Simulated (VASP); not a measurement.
# As (Cmce) in VASP: single point with PBE+D3(BJ)

Aim: the single point of As with PBE+D3(BJ).

Program: VASP 6.6.1. These are calculated values, not measurements. Logs are shortened: lines on timing, memory, paths and dates and some standing lists are left out, and cuts for length are marked.

**1. The cell of the first run**

Symmetry: Cmce, No. 64, orthorhombic system. Conventional cell: a = 3.652 Å, b = 11.387 Å, c = 4.740 Å, α = 90.00°, β = 90.00°, γ = 90.00°. As (site symmetry m) has 3 As at 2.48 Å within 3.3 Å.

**2. Single point, PBE+D3(BJ)**

The input, INCAR:

```
SYSTEM = As
PREC = Accurate
ENCUT = 510
EDIFF = 1E-6
ISMEAR = 0
SIGMA = 0.1
LREAL = .FALSE.
LASPH = .TRUE.
NELM = 120
ALGO = Normal
ISIF = 2
LWAVE = .FALSE.
LCHARG = .FALSE.
GGA = PE
IVDW = 12
NBANDS = 38
GGA_COMPAT = .FALSE.
```

The input, KPOINTS:

```
regular mesh
0
G
  6 6 4
  0 0 0
```

The input, POSCAR:

```
As
1.0
    1.8259429108     -5.6934005771      0.0000000000
    1.8259429108      5.6934005771      0.0000000000
    0.0000000000      0.0000000000      4.7398728700
As
4
Direct
    0.1045582800      0.8954417200      0.0735437500
    0.8954417200      0.1045582800      0.9264562500
    0.3954417200      0.6045582800      0.5735437500
    0.6045582800      0.3954417200      0.4264562500
```

Potentials or basis: VASP PAW PBE potentials, release 64 (As_d).

On the command line:

```console
cat potpaw_PBE.64/As_d/POTCAR > POTCAR
mpirun -np 1 vasp_std > vasp.out
```

OUTCAR:

```text
SYSTEM = As
   PREC = Accurate
   ENCUT = 510
   EDIFF = 1E-6
   ISMEAR = 0
   LREAL = .FALSE.
   LASPH = .TRUE.
   NELM = 120
   ISIF = 2
   GGA = PE
   IVDW = 12
 IVDW          = 12

 ion  position               nearest neighbor table
   1  0.105  0.895  0.074-   4 2.48   4 2.48   2 2.48
   2  0.895  0.105  0.926-   3 2.48   3 2.48   1 2.48
   3  0.395  0.605  0.574-   2 2.48   2 2.48   4 2.48
   4  0.605  0.395  0.426-   1 2.48   1 2.48   3 2.48

  LATTYP: Found a base centered orthorhombic cell.
 ALAT       =     3.6518858216
 B/A-ratio  =     3.1180605612
 C/A-ratio  =     1.2979247166

  Lattice vectors:

 A1 = (   1.8259429108,  -5.6934005771,   0.0000000000)
 A2 = (   1.8259429108,   5.6934005771,   0.0000000000)
 A3 = (   0.0000000000,   0.0000000000,   4.7398728700)

Analysis of symmetry for initial positions (statically):
=====================================================================
 Subroutine PRICEL returns:
 Original cell was already a primitive cell.

 Routine SETGRP: Setting up the symmetry group for a
 base centered orthorhombic supercell.

 Subroutine GETGRP returns: Found  8 space group operations
 (whereof  4 operations were pure point group operations)
 out of a pool of  8 trial point group operations.

The static configuration has the point symmetry C_2h.
 The point group associated with its full space group is D_2h.

Analysis of symmetry for dynamics (positions and initial velocities):
=====================================================================
 Subroutine PRICEL returns:
 Original cell was already a primitive cell.

 Routine SETGRP: Setting up the symmetry group for a
 base centered orthorhombic supercell.

 Subroutine GETGRP returns: Found  8 space group operations
 (whereof  4 operations were pure point group operations)
 out of a pool of  8 trial point group operations.

The dynamic configuration has the point symmetry C_2h.
 The point group associated with its full space group is D_2h.

 Subroutine INISYM returns: Found  8 space group operations
 (whereof  4 operations are pure point group operations),
 and found     1 'primitive' translations

----------------------------------------------------------------------------------------

                                     Primitive cell

  volume of cell :      98.5498

  direct lattice vectors                    reciprocal lattice vectors
     1.825942911 -5.693400577  0.000000000     0.273831124 -0.087820977  0.000000000
     1.825942911  5.693400577  0.000000000     0.273831124  0.087820977  0.000000000
     0.000000000  0.000000000  4.739872870     0.000000000  0.000000000  0.210976123

  length of vectors
     5.979036515  5.979036515  4.739872870     0.287569137  0.287569137  0.210976123

  position of ions in fractional coordinates (direct lattice)
     0.104558280  0.895441720  0.073543750
     0.895441720  0.104558280  0.926456250
     0.395441720  0.604558280  0.573543750
     0.604558280  0.395441720  0.426456250

  ion indices of the primitive-cell ions
   primitive index   ion index
                 1           1
                 2           2
                 3           3
                 4           4

----------------------------------------------------------------------------------------

 KPOINTS: regular mesh

Automatic generation of k-mesh.
 Grid dimensions read from file:
 generate k-points for:    6    6    4

 Generating k-lattice:

  Cartesian coordinates                     Fractional coordinates (reciprocal lattice)
     0.045638521 -0.014636829  0.000000000     0.166666667  0.000000000  0.000000000
     0.045638521  0.014636829  0.000000000     0.000000000  0.166666667  0.000000000
     0.000000000  0.000000000  0.052744031     0.000000000  0.000000000  0.250000000

  Length of vectors
     0.047928189  0.047928189  0.052744031

  Shift w.r.t. Gamma in fractional coordinates (k-lattice)
     0.000000000  0.000000000  0.000000000

 Subroutine IBZKPT returns following result:
 ===========================================

 Found     39 irreducible k-points:

 Following reciprocal coordinates:
            Coordinates               Weight
  0.000000  0.000000  0.000000      1.000000
  0.166667  0.000000  0.000000      4.000000
  0.333333  0.000000  0.000000      4.000000
  0.500000  0.000000  0.000000      2.000000
  0.166667  0.166667  0.000000      2.000000
  0.333333  0.166667  0.000000      4.000000
[... 16 lines left out ...]
  0.333333  0.333333  0.250000      4.000000
  0.500000  0.333333  0.250000      8.000000
 [... further k-points ...]
   k-points           NKPTS =     39   k-points in BZ     NKDIM =     39   number of bands    NBANDS=     38
   number of dos      NEDOS =    301   number of ions     NIONS =      4
   total plane-waves  NPLWV =  82944
   dimension x,y,z NGX =    48 NGY =   48 NGZ =   36
   dimension x,y,z NGXF=    96 NGYF=   96 NGZF=   72
   ions per type =               4
   NGX,Y,Z   is equivalent  to a cutoff of  13.35, 13.35, 12.63 a.u.
   NGXF,Y,Z  is equivalent  to a cutoff of  26.69, 26.69, 25.25 a.u.
 SYSTEM =  As
   PREC   = accura    normal or accurate (medium, high low for compatibility)
   ISTART =      0    job   : 0-new  1-cont  2-samecut
   ICHARG =      2    charge: 1-file 2-atom 10-const
   ISPIN  =      1    spin polarized calculation?
   LNONCOLLINEAR =      F non collinear calculations
   LSORBIT =      F    spin-orbit coupling
   LASPH  =      T    aspherical Exc in radial PAW
   ENCUT  =  510.0 eV  37.48 Ry    6.12 a.u.  11.01 11.01  8.73*2*pi/ulx,y,z
   NELM   =    120;   NELMIN=  2; NELMDL= -5     # of ELM steps
   EDIFF  = 0.1E-05   stopping-criterion for ELM
   LREAL  =      F    real-space projection
   EDIFFG = 0.1E-04   stopping-criterion for IOM
   NSW    =      0    number of steps for IOM
   IBRION =     -1    ionic relax: 0-MD 1-quasi-New 2-CG
   NFREE  =      0    steps in history (QN), initial steepest desc. (CG)
   ISIF   =      2    stress and relaxation
   ISYM   =      2    0-nonsym 1-usesym 2-fastsym
   POTIM  = 0.5000    time-step for ionic-motion
   TEBEG  =    0.0;   TEEND  =   0.0 temperature during run
   PSTRESS=    0.0 pullay stress
   NELECT =      60.0000    total number of electrons
   NUPDOWN=      -1.0000    fix difference up-down
   EMIN   =  10.00;   EMAX   =-10.00  energy-range for DOS
   EFERMI =   0.00;   METHOD = LEGACY
   ISMEAR =     0;   SIGMA  =   0.10  broadening in eV -4-tet -1-fermi 0-gaus
   EFERMI_NEDOS =   21; number of points for ismear=-14 and -15
   IALGO  =     38    algorithm
   IMIX   =      4    mixing-type and parameters
     AMIX     =   0.40;   BMIX     =  1.00
     AMIX_MAG =   1.60;   BMIX_MAG =  1.00
  volume/ion in A,a.u.               =      24.64       166.26
  Fermi-wavevector in a.u.,A,eV,Ry     =   1.387523  2.622037 26.194191  1.925219
  Thomas-Fermi vector in A             =   2.511736
   LORBIT       =      0    0 simple, 1 ext, 2 COOP (PROOUT), +10 PAW based schemes
   GGA     = PE    functional components
   LHFCALC =     F    Hartree Fock is set to
   AEXX    =    0.0000 exact exchange contribution
   IVDW    =    12    specifies the selected vdW correction
   LEPSILON=     F    determine dielectric tensor
   LRPA    =     F    only Hartree local field effects (RPA)
 non-spin polarized calculation
 Gauss-broadening in eV      SIGMA  =   0.10
  energy-cutoff  :      510.00
  volume of cell :       98.55
 maximum number of plane-waves:      2614
 NGX is ok and might be reduce to    48
   NGX = 23   NGY = 23   NGZ = 17

 number of electron      59.9999979 magnetization

 Free energy of the ion-electron system (eV)
  ---------------------------------------------------
  ext. energy  EPLUGINS =         0.00000000
  ---------------------------------------------------
  free energy    TOTEN  =       -18.63716189 eV

  energy without entropy =      -18.63637650  energy(sigma->0) =      -18.63676919

 E-fermi :   2.6123     XC(G=0):  -9.8560

 val. band max:        2.6075439685   @ k =   0.5000   0.5000   0.0000
 cond. band min:       2.6172404669   @ k =   0.5000   0.5000   0.0000
 fundamental gap:      0.0096964985
 Fermi energy:         2.6123107855

 k-point     1 :       0.0000    0.0000    0.0000
  band No.  band energies     occupation
      1     -33.5108      2.00000
      2     -33.5053      2.00000
      3     -33.4831      2.00000
      4     -33.4638      2.00000
      5     -33.4550      2.00000
      6     -33.4156      2.00000
[... 30 lines left out ...]
     37      10.0448      0.00000
     38      10.1784      0.00000

 k-point     2 :       0.1667    0.0000    0.0000
  band No.  band energies     occupation
      1     -33.5065      2.00000
      2     -33.4981      2.00000
      3     -33.4825      2.00000
      4     -33.4596      2.00000
      5     -33.4501      2.00000
      6     -33.4187      2.00000
[... 30 lines left out ...]
     37       8.4078      0.00000
     38       9.7326      0.00000

 k-point     3 :       0.3333    0.0000    0.0000
  band No.  band energies     occupation
      1     -33.4956      2.00000
      2     -33.4819      2.00000
      3     -33.4781      2.00000
      4     -33.4513      2.00000
      5     -33.4387      2.00000
      6     -33.4269      2.00000
[... 30 lines left out ...]
     37       9.6243      0.00000
     38       9.6864      0.00000

 k-point     4 :       0.5000    0.0000    0.0000
  band No.  band energies     occupation
      1     -33.4853      2.00000
      2     -33.4853      2.00000
      3     -33.4497      2.00000
      4     -33.4497      2.00000
      5     -33.4417      2.00000
      6     -33.4417      2.00000
[... 30 lines left out ...]
     37       9.7486      0.00000
     38       9.7486      0.00000
[... 703 lines left out ...]
      4     -33.4655      2.00000
      5     -33.4534      2.00000
      6     -33.4301      2.00000
[... 30 lines left out ...]
     37       9.0610      0.00000
     38       9.8109      0.00000

 k-point    23 :       0.3333    0.3333    0.2500
  band No.  band energies     occupation
      1     -33.4942      2.00000
      2     -33.4868      2.00000
      3     -33.4717      2.00000
      4     -33.4560      2.00000
      5     -33.4386      2.00000
      6     -33.4280      2.00000
[... 30 lines left out ...]
     37       8.1436      0.00000
     38       9.0445      0.00000

 k-point    24 :       0.5000    0.3333    0.2500
  band No.  band energies     occupation
      1     -33.5047      2.00000
      2     -33.4992      2.00000
      3     -33.4777      2.00000
      4     -33.4620      2.00000
      5     -33.4490      2.00000
      6     -33.4298      2.00000
[... 30 lines left out ...]
     37       8.6762      0.00000
     38       9.8933      0.00000

 [... further k-points ...]

------------------------ aborting loop because EDIFF is reached ----------------------------------------

 Edisp (eV)   -1.45553

 E8    (eV) :    -0.6167

  FORCE on cell =-STRESS in cart. coord.  units (eV):
  Direction    XX          YY          ZZ          XY          YZ          ZX
  --------------------------------------------------------------------------------------
  -------------------------------------------------------------------------------------
  Total      -0.02892    -0.44897    -0.67465     0.00000    -0.00000     0.00000
  in kB      -0.47014    -7.29912   -10.96816     0.00000    -0.00000     0.00000
  external pressure =       -6.25 kB  Pullay stress =        0.00 kB

 VOLUME and BASIS-vectors are now :
 -----------------------------------------------------------------------------
  energy-cutoff  :      510.00
  volume of cell :       98.55
      direct lattice vectors                 reciprocal lattice vectors
     1.825942911 -5.693400577  0.000000000     0.273831124 -0.087820977  0.000000000
     1.825942911  5.693400577  0.000000000     0.273831124  0.087820977  0.000000000
     0.000000000  0.000000000  4.739872870     0.000000000  0.000000000  0.210976123

 POSITION                                       TOTAL-FORCE (eV/Angst)
 -----------------------------------------------------------------------------------
      1.82594      4.50282      0.34859         0.000000     -0.203319     -0.258931
      1.82594     -4.50282      4.39128         0.000000      0.203319      0.258931
      1.82594      1.19058      2.71852         0.000000      0.203319     -0.258931
      1.82594     -1.19058      2.02135         0.000000     -0.203319      0.258931
 -----------------------------------------------------------------------------------
    total drift:                               -0.000000     -0.000000     -0.000000

  FREE ENERGIE OF THE ION-ELECTRON SYSTEM (eV)
  ---------------------------------------------------
  free  energy   TOTEN  =       -20.0926952782 eV

  energy  without entropy=      -20.0919098879  energy(sigma->0) =      -20.09230258
```

It took 2.8 min on 1 thread of Intel Xeon Platinum 8375C at 2.90GHz (Ice Lake), shared host; peak memory 0.3 GiB.

Results:

- Free energy: -20.0927 eV
- Pressure: -0.6 GPa
- Largest force: 0.329 eV/Å
- Dispersion energy per atom: -0.364 eV

Forces on the atoms (eV/Å):
```
As   0.000 -0.203 -0.259
As   0.000  0.203  0.259
As   0.000  0.203 -0.259
As   0.000 -0.203  0.259
```
